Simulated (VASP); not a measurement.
# CuAu (P4/mmm) in VASP: notebook, part 2 of 2

VASP 6.6.1. The steps go on from the part before.

## (3) Single point, PBEsol (12.51 Å³/atom)

This run uses another cell than the first one, of 12.51 Å³/atom.

Input file INCAR:

```
PREC = Accurate
ENCUT = 520
EDIFF = 1E-6
ISMEAR = 0
SIGMA = 0.1
LREAL = False
LASPH = True
NELM = 60
ALGO = Fast
ISIF = 2
LWAVE = False
LCHARG = False
GGA = PS
NBANDS = 18
```

Input file KPOINTS:

```
Automatic mesh
0
Gamma
  14 14 12
```

Input file POSCAR:

```
CuAu
1.0
    2.7476183454      0.0000000000      0.0000000000
    0.0000000000      2.7476183454      0.0000000000
    0.0000000000      0.0000000000      3.3132318193
Cu Au
1 1
Direct
    0.5000000000      0.5000000000      0.5000000000
    0.0000000000      0.0000000000      0.0000000000
```

Potentials or basis: VASP PAW PBE potentials, release 64 (Cu, Au).

Run with:

```sh
cat potpaw_PBE.64/Cu/POTCAR potpaw_PBE.64/Au/POTCAR > POTCAR
mpirun -np 1 vasp_std > vasp.out
```

OUTCAR:

```text
PREC = Accurate
   ENCUT = 520
   EDIFF = 1E-6
   ISMEAR = 0
   LREAL = False
   LASPH = True
   NELM = 60
   ISIF = 2
   GGA = PS

 ion  position               nearest neighbor table
   1  0.500  0.500  0.500-   2 2.55   2 2.55   2 2.55   2 2.55   2 2.55   2 2.55   2 2.55   2 2.55

   2  0.000  0.000  0.000-   1 2.55   1 2.55   1 2.55   1 2.55   1 2.55   1 2.55   1 2.55   1 2.55

  LATTYP: Found a simple tetragonal cell.
 ALAT       =     2.7476183454
 C/A-ratio  =     1.2058559097

  Lattice vectors:

 A1 = (   2.7476183454,   0.0000000000,   0.0000000000)
 A2 = (   0.0000000000,   2.7476183454,   0.0000000000)
 A3 = (   0.0000000000,   0.0000000000,   3.3132318193)

Analysis of symmetry for initial positions (statically):
=====================================================================
 Subroutine PRICEL returns:
 Original cell was already a primitive cell.

 Routine SETGRP: Setting up the symmetry group for a
 simple tetragonal supercell.

 Subroutine GETGRP returns: Found 16 space group operations
 (whereof 16 operations were pure point group operations)
 out of a pool of 16 trial point group operations.

The static configuration has the point symmetry D_4h.

Analysis of symmetry for dynamics (positions and initial velocities):
=====================================================================
 Subroutine PRICEL returns:
 Original cell was already a primitive cell.

 Routine SETGRP: Setting up the symmetry group for a
 simple tetragonal supercell.

 Subroutine GETGRP returns: Found 16 space group operations
 (whereof 16 operations were pure point group operations)
 out of a pool of 16 trial point group operations.

The dynamic configuration has the point symmetry D_4h.

 Subroutine INISYM returns: Found 16 space group operations
 (whereof 16 operations are pure point group operations),
 and found     1 'primitive' translations
[... 110 lines left out ...]
   ISMEAR =     0;   SIGMA  =   0.10  broadening in eV -4-tet -1-fermi 0-gaus
   EFERMI_NEDOS =   21; number of points for ismear=-14 and -15
   IALGO  =     68    algorithm
   IMIX   =      4    mixing-type and parameters
     AMIX     =   0.40;   BMIX     =  1.00
     AMIX_MAG =   1.60;   BMIX_MAG =  1.00
  volume/ion in A,a.u.               =      12.51        84.40
  Fermi-wavevector in a.u.,A,eV,Ry     =   1.568535  2.964101 33.474436  2.460302
  Thomas-Fermi vector in A             =   2.670552
   LORBIT       =      0    0 simple, 1 ext, 2 COOP (PROOUT), +10 PAW based schemes
   GGA     = PS    functional components
   LHFCALC =     F    Hartree Fock is set to
   AEXX    =    0.0000 exact exchange contribution
   IVDW    =     0    specifies the selected vdW correction
   LEPSILON=     F    determine dielectric tensor
   LRPA    =     F    only Hartree local field effects (RPA)
 non-spin polarized calculation
 RMM-DIIS sequential band-by-band and
 Gauss-broadening in eV      SIGMA  =   0.10
  energy-cutoff  :      520.00
  volume of cell :       25.01
 maximum number of plane-waves:       694
   NGX = 11   NGY = 11   NGZ = 13

 number of electron      21.9999976 magnetization

 Free energy of the ion-electron system (eV)
  ---------------------------------------------------
  ext. energy  EPLUGINS =         0.00000000
  ---------------------------------------------------
  free energy    TOTEN  =        -8.07166033 eV

  energy without entropy =       -8.06976331  energy(sigma->0) =       -8.07071182

 E-fermi :  10.9814     XC(G=0): -13.7478

 val. band max:       10.9709939191   @ k =   0.5000   0.3571   0.0833
 cond. band min:      11.0016444370   @ k =   0.4286   0.0714   0.4167
 fundamental gap:      0.0306505178
 Fermi energy:        10.9814417387

 k-point     1 :       0.0000    0.0000    0.0000
  band No.  band energies     occupation
      1      -0.3366      2.00000
      2       3.2261      2.00000
      3       3.3271      2.00000
      4       6.1608      2.00000
      5       6.1608      2.00000
      6       7.2331      2.00000
[... 481 lines left out ...]
      5       5.5638      2.00000
      6       6.6076      2.00000
[... 10 lines left out ...]
     17      26.9367      0.00000
     18      27.0892      0.00000

 [... further k-points ...]

------------------------ aborting loop because EDIFF is reached ----------------------------------------

  FORCE on cell =-STRESS in cart. coord.  units (eV):
  Direction    XX          YY          ZZ          XY          YZ          ZX
  --------------------------------------------------------------------------------------
  -------------------------------------------------------------------------------------
  Total        4.8109240      4.8109240      4.8087551      0.0000000     -0.0000000      0.0000000
  in kB      308.1587045    308.1587045    308.0197778      0.0000000     -0.0000000      0.0000000
  external PRESSURE =     308.1123956 kB  Pullay stress =       0.0000000 kB

 VOLUME and BASIS-vectors are now :
 -----------------------------------------------------------------------------
  energy-cutoff  :      520.00
  volume of cell :       25.01
      direct lattice vectors                 reciprocal lattice vectors
     2.747618345  0.000000000  0.000000000     0.363951566  0.000000000  0.000000000
     0.000000000  2.747618345  0.000000000     0.000000000  0.363951566  0.000000000
     0.000000000  0.000000000  3.313231819     0.000000000  0.000000000  0.301820112

 POSITION                                       TOTAL-FORCE (eV/Angst)
 -----------------------------------------------------------------------------------
      1.37381      1.37381      1.65662         0.000000      0.000000      0.000000
      0.00000      0.00000      0.00000         0.000000      0.000000      0.000000
 -----------------------------------------------------------------------------------
    total drift:                               -0.000000      0.000000      0.000000

  FREE ENERGIE OF THE ION-ELECTRON SYSTEM (eV)
  ---------------------------------------------------
  free  energy   TOTEN  =        -8.0716603348 eV

  energy  without entropy=       -8.0697633070  energy(sigma->0) =       -8.07071182
```

OSZICAR:

```text
N       E                     dE             d eps       ncg     rms          rms(c)
DAV:   1     0.125749579808E+03    0.12575E+03   -0.11075E+04 10048   0.181E+03
DAV:   2    -0.443935373779E+01   -0.13019E+03   -0.12229E+03  9208   0.304E+02
DAV:   3    -0.922384511880E+01   -0.47845E+01   -0.46975E+01 10652   0.678E+01
DAV:   4    -0.928800031522E+01   -0.64155E-01   -0.64110E-01 11360   0.646E+00
DAV:   5    -0.928944395395E+01   -0.14436E-02   -0.14436E-02 11378   0.987E-01    0.166E+01
RMM:   6    -0.853349881808E+01    0.75595E+00   -0.45396E+00 10581   0.345E+01    0.687E+00
RMM:   7    -0.822931671848E+01    0.30418E+00   -0.19177E+00 10557   0.195E+01    0.777E+00
RMM:   8    -0.807967911045E+01    0.14964E+00   -0.27940E-01 10818   0.747E+00    0.271E+00
RMM:   9    -0.808360485891E+01   -0.39257E-02   -0.61750E-02 11307   0.434E+00    0.105E+00
RMM:  10    -0.807138727273E+01    0.12218E-01   -0.52129E-02 11350   0.317E+00    0.262E-01
RMM:  11    -0.807175528223E+01   -0.36801E-03   -0.83197E-03 12171   0.893E-01    0.141E-01
RMM:  12    -0.807179793146E+01   -0.42649E-04   -0.12622E-03 12614   0.330E-01    0.991E-02
RMM:  13    -0.807165540977E+01    0.14252E-03   -0.34320E-04 11324   0.269E-01    0.311E-02
RMM:  14    -0.807165933148E+01   -0.39217E-05   -0.78454E-05 11862   0.742E-02    0.160E-02
RMM:  15    -0.807166031188E+01   -0.98040E-06   -0.12292E-05 11448   0.348E-02    0.105E-02
RMM:  16    -0.807166033483E+01   -0.22945E-07   -0.20492E-06  6616   0.140E-02
   1 F= -.80716603E+01 E0= -.80707118E+01  d E =-.189703E-02
```

stdout:

```text
POSCAR found type information on POSCAR CuAu
 POSCAR found :  2 types and       2 ions
 scaLAPACK will be used
 -----------------------------------------------------------------------------
|                                                                             |
|                                                                             |
|     You enforced a specific xc type in the INCAR file but a different       |
|     I HOPE YOU KNOW WHAT YOU ARE DOING!                                     |
|                                                                             |
 -----------------------------------------------------------------------------

 LDA part: xc-table for (Slater+PW92), standard interpolation
 POSCAR, INCAR and KPOINTS ok, starting setup
 FFT: planning ... GRIDC
 FFT: planning ... GRID_SOFT
 FFT: planning ... GRID
 WAVECAR not read
 entering main loop
WARNING in EDDRMM: call to ZHEGV failed, returncode =   8  4     18
WARNING in EDDRMM: call to ZHEGV failed, returncode =   6  3     16
```

It took 1.9 min on 1 thread of Intel Xeon Platinum 8259CL at 2.50GHz (Skylake/Cascade Lake), shared host; peak memory 0.23 GiB.

What came out:

```
Free energy            : -8.0717 eV
Pressure               : 30.8 GPa
Band gap on the k mesh : zero (bands 11 and 12 overlap by 8.03 eV)
```

Caveat: the cell stands under pressure; the PAW data sets were made with another functional, which shifts forces and pressure a little; spin-orbit coupling is left out, which moves the levels of the heavy elements.

## (4) Single point, PBEsol (12.93 Å³/atom)

This run uses another cell than the first one, of 12.93 Å³/atom.

Input file INCAR:

```
SYSTEM = CuAu
ALGO = Normal
EDIFF = 1E-6
ENCUT = 520
GGA = PS
ISIF = 2
ISMEAR = 0
LASPH = .TRUE.
LCHARG = .FALSE.
LREAL = .FALSE.
LWAVE = .FALSE.
NBANDS = 18
NELM = 80
PREC = Accurate
SIGMA = 0.1
```

Input file KPOINTS:

```
k-points
0
G
  14 14 12
  0 0 0
```

Input file POSCAR:

```
CuAu
1.0
    2.7731337651      0.0000000000      0.0000000000
    0.0000000000      2.7731337651      0.0000000000
    0.0000000000      0.0000000000      3.3634247919
Cu Au
1 1
Direct
    0.5000000000      0.5000000000      0.5000000000
    0.0000000000      0.0000000000      0.0000000000
```

Run with:

```sh
cat potpaw_PBE.64/Cu/POTCAR potpaw_PBE.64/Au/POTCAR > POTCAR
mpirun -np 1 vasp_std > vasp.out
```

Wall time 98 s (1 thread of Intel Xeon Platinum 8259CL at 2.50GHz (Skylake/Cascade Lake), shared host); peak memory 0.24 GiB.

The run converged. Its results:

* Free energy: -8.2084 eV
* Pressure: 20.6 GPa
* Band gap on the k mesh: zero (bands 11 and 12 overlap by 7.83 eV)

Levels at points of the mesh, in eV from the Fermi level:
| k point | band 8 | band 9 | band 10 | band 11 | band 12 | band 13 | band 14 | band 15 |
| --- | --- | --- | --- | --- | --- | --- | --- | --- |
| (0.00, 0.00, 0.00) | -2.28 | -1.81 | -1.56 | -1.56 | 3.19 | 9.44 | 9.44 | 10.73 |
| (0.50, 0.00, 0.00) | -3.43 | -2.87 | -2.61 | -1.20 | -0.36 | 10.86 | 11.12 | 13.13 |
| (0.50, 0.50, 0.00) | -1.88 | -1.37 | -1.37 | -0.15 | -0.15 | 5.20 | 7.38 | 11.15 |
| (0.00, 0.00, 0.50) | -3.10 | -2.81 | -2.81 | -2.50 | -2.38 | 14.22 | 15.00 | 15.00 |
| (0.50, 0.00, 0.50) | -2.04 | -1.62 | -1.53 | -1.52 | -1.51 | 3.18 | 5.42 | 15.64 |
| (0.50, 0.50, 0.50) | -2.41 | -1.96 | -1.86 | 5.44 | 5.81 | 5.81 | 6.57 | 6.86 |

Caveat: the cell stands under pressure; the PAW data sets were made with another functional, which shifts forces and pressure a little; spin-orbit coupling is left out, which moves the levels of the heavy elements.

## (5) Single point, PBEsol (13.36 Å³/atom)

This run uses another cell than the first one, of 13.36 Å³/atom.

Input file INCAR:

```
SYSTEM = CuAu
PREC = Accurate ; ENCUT = 520
EDIFF = 1E-7 ; ISMEAR = 0
SIGMA = 0.1 ; LREAL = .FALSE.
LASPH = .TRUE. ; NELM = 100
ALGO = Fast ; ISIF = 2
LWAVE = .FALSE. ; LCHARG = .FALSE.
GGA = PS ; NBANDS = 18
```

Input file KPOINTS:

```
Automatic mesh
0
G
  14 14 12
  0 0 0
```

Input file POSCAR:

```
CuAu
1.0
    2.7896285908      0.0000000000      0.0000000000
    0.0000000000      2.7896285908      0.0000000000
    0.0000000000      0.0000000000      3.4333418629
Cu Au
1 1
Direct
    0.5000000000      0.5000000000      0.5000000000
    0.0000000000      0.0000000000      0.0000000000
```

Run with:

```sh
cat potpaw_PBE.64/Cu/POTCAR potpaw_PBE.64/Au/POTCAR > POTCAR
mpirun -np 1 vasp_std > vasp.out
```

It took 2.1 min on 1 thread of Intel Xeon Platinum 8259CL at 2.50GHz (Skylake/Cascade Lake), shared host; peak memory 0.25 GiB.

It converged, with:

```
Free energy            : -8.2969 eV
Pressure               : 12.7 GPa
Band gap on the k mesh : zero (bands 11 and 12 overlap by 7.65 eV)
```

Levels at points of the mesh, in eV from the Fermi level:
```
           k point  band 8  band 9  band 10  band 11  band 12  band 13  band 14  band 15
(0.00, 0.00, 0.00)   -2.23   -1.78    -1.54    -1.54     2.95     9.50     9.50    10.07
(0.50, 0.00, 0.00)   -3.32   -2.74    -2.50    -1.13    -0.34    10.53    10.71    12.66
(0.50, 0.50, 0.00)   -1.83   -1.36    -1.36     0.02     0.02     5.11     7.18    10.88
(0.00, 0.00, 0.50)   -3.01   -2.68    -2.68    -2.45    -2.28    14.20    14.82    14.82
(0.50, 0.00, 0.50)   -1.96   -1.61    -1.52    -1.41    -1.39     3.01     5.13    15.66
(0.50, 0.50, 0.50)   -2.34   -1.88    -1.82     5.38     5.70     5.70     6.38     6.82
```

Caveat: the cell stands under pressure; the PAW data sets were made with another functional, which shifts forces and pressure a little; spin-orbit coupling is left out, which moves the levels of the heavy elements.

## (6) The runs side by side

```csv
cell,gap on the mesh (eV),pressure (GPa)
"a = 2.917, b = 2.917, c = 3.674 Å, 2 atoms",none,-12.5
"a = 2.748, b = 2.748, c = 3.313 Å, 2 atoms",none,30.8
"a = 2.773, b = 2.773, c = 3.363 Å, 2 atoms",none,20.6
"a = 2.790, b = 2.790, c = 3.433 Å, 2 atoms",none,12.7
```

Alike in all rows: task single point; level PBEsol; potentials or basis VASP PAW PBE potentials, release 64 (Cu, Au); no spin polarisation; k mesh 14 × 14 × 12; cutoff (eV) 520; smearing gaussian 0.1 eV.

Caveats: the PAW data sets were made with another functional, which shifts forces and pressure a little; spin-orbit coupling is left out, which moves the levels of the heavy elements; the cell stands under pressure (at least some runs); the cell stands under tension (at least some runs).

Total energies depend on the potentials used, so only differences within one code and one set of settings carry meaning.
